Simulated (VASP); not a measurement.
# TiAl (Pm-3m) in VASP: notebook, part 2 of 2

VASP 6.6.1. Earlier steps stand in the parts before.

### 3 Relaxation of cell and atoms, PBEsol

INCAR reads:

```
PREC = Accurate
ENCUT = 600
EDIFF = 1E-6
ISMEAR = -1
SIGMA = 0.05
LREAL = F
LASPH = T
NELM = 80
ALGO = Normal
ISIF = 3
LWAVE = F
LCHARG = F
GGA = PS
IBRION = 2
NSW = 60
EDIFFG = -0.01
```

KPOINTS reads:

```
regular mesh
0
Gamma
  8 8 8
```

POSCAR reads:

```
TiAl
1.0
    3.1790640000      0.0000000000      0.0000000000
    0.0000000000      3.1790640000      0.0000000000
    0.0000000000      0.0000000000      3.1790640000
Ti Al
1 1
Direct
    0.0000000000      0.0000000000      0.0000000000
    0.5000000000      0.5000000000      0.5000000000
```

Potentials or basis: VASP PAW PBE potentials, release 64 (Ti_sv, Al).

Launch:

```bash
> cat potpaw_PBE.64/Ti_sv/POTCAR potpaw_PBE.64/Al/POTCAR > POTCAR
> mpirun -np 1 vasp_std > vasp.out
```

OUTCAR:

```text
PREC = Accurate
   ENCUT = 600
   EDIFF = 1E-6
   ISMEAR = -1
   LREAL = F
   LASPH = T
   NELM = 80
   ISIF = 3
   GGA = PS
   IBRION = 2
   NSW = 60
   EDIFFG = -0.01

 ion  position               nearest neighbor table
   1  0.000  0.000  0.000-   2 2.75   2 2.75   2 2.75   2 2.75   2 2.75   2 2.75   2 2.75   2 2.75

   2  0.500  0.500  0.500-   1 2.75   1 2.75   1 2.75   1 2.75   1 2.75   1 2.75   1 2.75   1 2.75

  LATTYP: Found a simple cubic cell.
 ALAT       =     3.1790640000

  Lattice vectors:

 A1 = (   3.1790640000,   0.0000000000,   0.0000000000)
 A2 = (   0.0000000000,   3.1790640000,   0.0000000000)
 A3 = (   0.0000000000,   0.0000000000,   3.1790640000)

Analysis of symmetry for initial positions (statically):
=====================================================================
 Subroutine PRICEL returns:
 Original cell was already a primitive cell.

 Routine SETGRP: Setting up the symmetry group for a
 simple cubic supercell.

 Subroutine GETGRP returns: Found 48 space group operations
 (whereof 48 operations were pure point group operations)
 out of a pool of 48 trial point group operations.

The static configuration has the point symmetry O_h .

Analysis of symmetry for dynamics (positions and initial velocities):
=====================================================================
 Subroutine PRICEL returns:
 Original cell was already a primitive cell.

 Routine SETGRP: Setting up the symmetry group for a
 simple cubic supercell.

 Subroutine GETGRP returns: Found 48 space group operations
 (whereof 48 operations were pure point group operations)
 out of a pool of 48 trial point group operations.

The dynamic configuration has the point symmetry O_h .

 Subroutine INISYM returns: Found 48 space group operations
 (whereof 48 operations are pure point group operations),
 and found     1 'primitive' translations

----------------------------------------------------------------------------------------

                                     Primitive cell

  volume of cell :      32.1290

  direct lattice vectors                    reciprocal lattice vectors
     3.179064000  0.000000000  0.000000000     0.314557996  0.000000000  0.000000000
     0.000000000  3.179064000  0.000000000     0.000000000  0.314557996  0.000000000
     0.000000000  0.000000000  3.179064000     0.000000000  0.000000000  0.314557996

  length of vectors
     3.179064000  3.179064000  3.179064000     0.314557996  0.314557996  0.314557996

  position of ions in fractional coordinates (direct lattice)
     0.000000000  0.000000000  0.000000000
     0.500000000  0.500000000  0.500000000

  ion indices of the primitive-cell ions
   primitive index   ion index
                 1           1
                 2           2

----------------------------------------------------------------------------------------

 KPOINTS: regular mesh

Automatic generation of k-mesh.
 Grid dimensions read from file:
 generate k-points for:    8    8    8
[... 46 lines left out ...]
   k-points           NKPTS =     35   k-points in BZ     NKDIM =     35   number of bands    NBANDS=     11
   number of dos      NEDOS =    301   number of ions     NIONS =      2
   total plane-waves  NPLWV =  21952
   dimension x,y,z NGX =    28 NGY =   28 NGZ =   28
   dimension x,y,z NGXF=    56 NGYF=   56 NGZF=   56
   ions per type =               1   1
   NGX,Y,Z   is equivalent  to a cutoff of  14.64, 14.64, 14.64 a.u.
   NGXF,Y,Z  is equivalent  to a cutoff of  29.28, 29.28, 29.28 a.u.
 SYSTEM =  unknown system
   PREC   = accura    normal or accurate (medium, high low for compatibility)
   ISTART =      0    job   : 0-new  1-cont  2-samecut
   ICHARG =      2    charge: 1-file 2-atom 10-const
   ISPIN  =      1    spin polarized calculation?
   LNONCOLLINEAR =      F non collinear calculations
   LSORBIT =      F    spin-orbit coupling
   LASPH  =      T    aspherical Exc in radial PAW
   ENCUT  =  600.0 eV  44.10 Ry    6.64 a.u.   6.35  6.35  6.35*2*pi/ulx,y,z
   NELM   =     80;   NELMIN=  2; NELMDL= -5     # of ELM steps
   EDIFF  = 0.1E-05   stopping-criterion for ELM
   LREAL  =      F    real-space projection
   EDIFFG = -.1E-01   stopping-criterion for IOM
   NSW    =     60    number of steps for IOM
   IBRION =      2    ionic relax: 0-MD 1-quasi-New 2-CG
   NFREE  =      1    steps in history (QN), initial steepest desc. (CG)
   ISIF   =      3    stress and relaxation
   ISYM   =      2    0-nonsym 1-usesym 2-fastsym
   POTIM  = 0.5000    time-step for ionic-motion
   TEBEG  =    0.0;   TEEND  =   0.0 temperature during run
   PSTRESS=    0.0 pullay stress
   NELECT =      15.0000    total number of electrons
   NUPDOWN=      -1.0000    fix difference up-down
   EMIN   =  10.00;   EMAX   =-10.00  energy-range for DOS
   EFERMI =   0.00;   METHOD = LEGACY
   ISMEAR =    -1;   SIGMA  =   0.05  broadening in eV -4-tet -1-fermi 0-gaus
   EFERMI_NEDOS =   21; number of points for ismear=-14 and -15
   IALGO  =     38    algorithm
   IMIX   =      4    mixing-type and parameters
     AMIX     =   0.40;   BMIX     =  1.00
     AMIX_MAG =   1.60;   BMIX_MAG =  1.00
  volume/ion in A,a.u.               =      16.06       108.41
  Fermi-wavevector in a.u.,A,eV,Ry     =   1.270007  2.399964 21.945065  1.612917
  Thomas-Fermi vector in A             =   2.403017
   LORBIT       =      0    0 simple, 1 ext, 2 COOP (PROOUT), +10 PAW based schemes
   GGA     = PS    functional components
   LHFCALC =     F    Hartree Fock is set to
   AEXX    =    0.0000 exact exchange contribution
   IVDW    =     0    specifies the selected vdW correction
   LEPSILON=     F    determine dielectric tensor
   LRPA    =     F    only Hartree local field effects (RPA)
 conjugate gradient relaxation of ions
 non-spin polarized calculation
  energy-cutoff  :      600.00
  volume of cell :       32.13
 maximum number of plane-waves:      1108
 NGX is ok and might be reduce to    28
   NGX = 13   NGY = 13   NGZ = 13

--------------------------------------- Ionic step        1  -------------------------------------------

 number of electron      15.0000003 magnetization

 Free energy of the ion-electron system (eV)
  ---------------------------------------------------
  ext. energy  EPLUGINS =         0.00000000
  ---------------------------------------------------
  free energy    TOTEN  =       -12.96894608 eV

  energy without entropy =      -12.94555739  energy(sigma->0) =      -12.95725174

------------------------ aborting loop because EDIFF is reached ----------------------------------------

  FORCE on cell =-STRESS in cart. coord.  units (eV):
  Direction    XX          YY          ZZ          XY          YZ          ZX
  --------------------------------------------------------------------------------------
  -------------------------------------------------------------------------------------
  Total       -0.4783415     -0.4783415     -0.4783415      0.0000000      0.0000000      0.0000000
  in kB      -23.8534306    -23.8534306    -23.8534306      0.0000000      0.0000000      0.0000000
  external PRESSURE =     -23.8534306 kB  Pullay stress =       0.0000000 kB
[... 59 lines left out ...]
--------------------------------------- Ionic step        3  -------------------------------------------

 number of electron      15.0000003 magnetization

 Free energy of the ion-electron system (eV)
  ---------------------------------------------------
  ext. energy  EPLUGINS =         0.00000000
  ---------------------------------------------------
  free energy    TOTEN  =       -12.97379459 eV

  energy without entropy =      -12.95104814  energy(sigma->0) =      -12.96242137

 E-fermi :   8.8876     XC(G=0): -11.2784

 val. band max:        8.8541368541   @ k =   0.3750   0.1250   0.1250
 cond. band min:       8.8953071050   @ k =   0.3750   0.3750   0.2500
 fundamental gap:      0.0411702509
 Fermi energy:         8.8876256052

 k-point     1 :       0.0000    0.0000    0.0000
  band No.  band energies     occupation
      1     -47.7306      2.00000
      2     -24.0312      2.00000
      3     -24.0312      2.00000
      4     -24.0312      2.00000
      5      -0.4549      2.00000
      6       7.4084      2.00000
      7       7.4084      2.00000
      8      10.7270      0.00000
      9      10.7270      0.00000
     10      10.7270      0.00000
     11      13.4092      0.00000
[... 309 lines left out ...]
 k-point    24 :       0.5000    0.3750    0.1250
  band No.  band energies     occupation
      1     -47.6979      2.00000
      2     -24.1920      2.00000
      3     -24.1627      2.00000
      4     -24.0259      2.00000
      5       3.8042      2.00000
      6       5.8615      2.00000
      7       6.9134      2.00000
      8       8.2997      1.99998
      9       9.7968      0.00000
     10       9.8171      0.00000
     11      11.8365      0.00000

 [... further k-points ...]
[... 5 lines left out ...]
  --------------------------------------------------------------------------------------
  -------------------------------------------------------------------------------------
  Total        0.0062322      0.0062322      0.0062322     -0.0000000     -0.0000000     -0.0000000
  in kB        0.3171926      0.3171926      0.3171926     -0.0000000     -0.0000000     -0.0000000
  external PRESSURE =       0.3171926 kB  Pullay stress =       0.0000000 kB
[... 17 lines left out ...]
  FREE ENERGIE OF THE ION-ELECTRON SYSTEM (eV)
  ---------------------------------------------------
  free  energy   TOTEN  =       -12.9737945910 eV

  energy  without entropy=      -12.9510481448  energy(sigma->0) =      -12.96242137

 reached required accuracy - stopping structural energy minimisation
```

OSZICAR:

```text
N       E                     dE             d eps       ncg     rms          rms(c)
DAV:   1     0.989269264034E+02    0.98927E+02   -0.80844E+03   770   0.152E+03
DAV:   2    -0.832793140887E+01   -0.10725E+03   -0.10490E+03   779   0.361E+02
DAV:   3    -0.144806874195E+02   -0.61528E+01   -0.58463E+01  1212   0.821E+01
[... 27 lines left out ...]
DAV:   4    -0.129729351501E+02   -0.55322E-03   -0.53812E-03   893   0.461E-01    0.102E-01
DAV:   5    -0.129736025961E+02   -0.66745E-03   -0.86564E-04   985   0.259E-01    0.520E-02
DAV:   6    -0.129737834340E+02   -0.18084E-03   -0.58556E-04  1141   0.142E-01    0.219E-02
DAV:   7    -0.129737944604E+02   -0.11026E-04   -0.49206E-05  1100   0.653E-02    0.541E-03
DAV:   8    -0.129737945910E+02   -0.13061E-06   -0.28081E-06   804   0.144E-02
   3 F= -.12973795E+02 E0= -.12962421E+02  d E =-.484851E-02
```

CONTCAR:

```text
TiAl
   1.00000000000000
     3.1575026653261107    0.0000000000000000    0.0000000000000000
     0.0000000000000000    3.1575026653261107    0.0000000000000000
    -0.0000000000000000    0.0000000000000000    3.1575026653261107
  Ti              Al
     1     1
Direct
     0.0000000000000000    0.0000000000000000    0.0000000000000000
     0.5000000000000000    0.5000000000000000    0.5000000000000000

  0.00000000E+00  0.00000000E+00  0.00000000E+00
  0.00000000E+00  0.00000000E+00  0.00000000E+00
```

It took 52 s on 1 thread of AMD EPYC 7R13, shared host; peak memory 0.14 GiB.

Results:

* Free energy: -12.9738 eV
* Relaxed volume: 15.74 Å³/atom
* Relaxed cell: a = 3.158 Å, b = 3.158 Å, c = 3.158 Å, α = 90.00°, β = 90.00°, γ = 90.00°
* Space group after relaxing (to 0.05 Å): Pm-3m (No. 221)
* Energy gained by relaxing: 2.4 meV/atom
* Ionic steps: 3
* Pressure after relaxing: 0.0 GPa

Step by step:
```csv
step,energy change (eV),largest force (eV/Å),pressure (GPa),volume (Å³)
1,0.0000,0.0000,-2.39,32.13
2,-0.0025,0.0000,1.73,31.03
3,-0.0048,0.0000,0.03,31.48
```

Final structure:
```yaml
crystal:
  lattice:
    - [3.15750, 0.00000, 0.00000]
    - [0.00000, 3.15750, 0.00000]
    - [0.00000, 0.00000, 3.15750]
  atoms:
    - { symbol: Ti, position: [0.00000, 0.00000, 0.00000] }
    - { symbol: Al, position: [0.50000, 0.50000, 0.50000] }
```

Caveat: the PAW data sets were made with another functional, which shifts forces and pressure a little.
